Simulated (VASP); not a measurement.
Wanted: the native input for a VASP 6.6.1 run.

| Property | Result |
| --- | --- |
| Task | single point |
| Functional | r2SCAN |
| Potentials or basis | VASP PAW PBE potentials, release 64 (Si) |
| Cutoff | 520 eV |
| k mesh | 12 × 12 × 4 |
| Occupations | gaussian, width 0.05 eV |
| Spin | no spin polarisation |
| Dipole correction | no |
| Further INCAR settings | ALGO = Normal; EDIFF = 1e-07; NBANDS = 16 |

Si:

```xyz
4
Lattice="3.8319 0.0000 0.0000 -1.9160 3.3185 0.0000 0.0000 0.0000 6.5955" Properties=species:S:1:pos:R:3 pbc="T T T"
Si    0.0000    2.2124    0.4161
Si    1.9160    1.1062    3.7139
Si    0.0000    2.2124    2.8816
Si    1.9160    1.1062    6.1794
```

This cell differs from its parent crystal: strain +0.000 along x and y, +0.040 along z.

The input as run:

POSCAR

```
Si
1.0
    3.8319083593      0.0000000000      0.0000000000
   -1.9159541797      3.3185299841      0.0000000000
    0.0000000000      0.0000000000      6.5954927222
Si
4
Direct
    0.3333333333      0.6666666667      0.0630908785
    0.6666666667      0.3333333333      0.5630908785
    0.3333333333      0.6666666667      0.4369091215
    0.6666666667      0.3333333333      0.9369091215
```

INCAR.step1

```
SYSTEM = Si
ALGO = Normal
EDIFF = 1E-4
ENCUT = 520
GGA = PE
ISMEAR = 0
LASPH = .True.
LCHARG = .False.
LREAL = .False.
LWAVE = .True.
NBANDS = 16
NELM = 60
PREC = Accurate
SIGMA = 0.05
```

INCAR.step2

```
SYSTEM = Si
ALGO = Normal
EDIFF = 1E-7
ENCUT = 520
ISIF = 2
ISMEAR = 0
ISTART = 1
LASPH = .True.
LCHARG = .False.
LMIXTAU = .True.
LREAL = .False.
LWAVE = .False.
METAGGA = R2SCAN
NBANDS = 16
NELM = 60
PREC = Accurate
SIGMA = 0.05
```

KPOINTS

```
k-points
0
Gamma
  12 12 4
  0 0 0
```

Potentials or basis: VASP PAW PBE potentials, release 64 (Si).

Launch:

```bash
$ cat potpaw_PBE.64/Si/POTCAR > POTCAR
$ cp INCAR.step1 INCAR
$ mpirun -np 1 vasp_std > vasp.out
$ cp INCAR.step2 INCAR
$ mpirun -np 1 vasp_std > vasp.out
```

Results of the run:

| Quantity | Value |
| --- | --- |
| Pressure | -3.5 GPa |
| Largest force | 0.263 eV/Å |
| Band gap on the k mesh | 0.87 eV (least direct gap 1.70 eV) |

Caveat: the cell differs from its parent crystal (strain +0.000 along x and y, +0.040 along z); the stress differs along the axes, from -9 to -1 GPa; the PAW data sets were made with another functional, which shifts forces and pressure a little.

Wall time 96 s on 1 thread of Intel(R) Xeon(R) 6975P-C (Granite Rapids), on a shared host, peak memory 0.22 GiB.
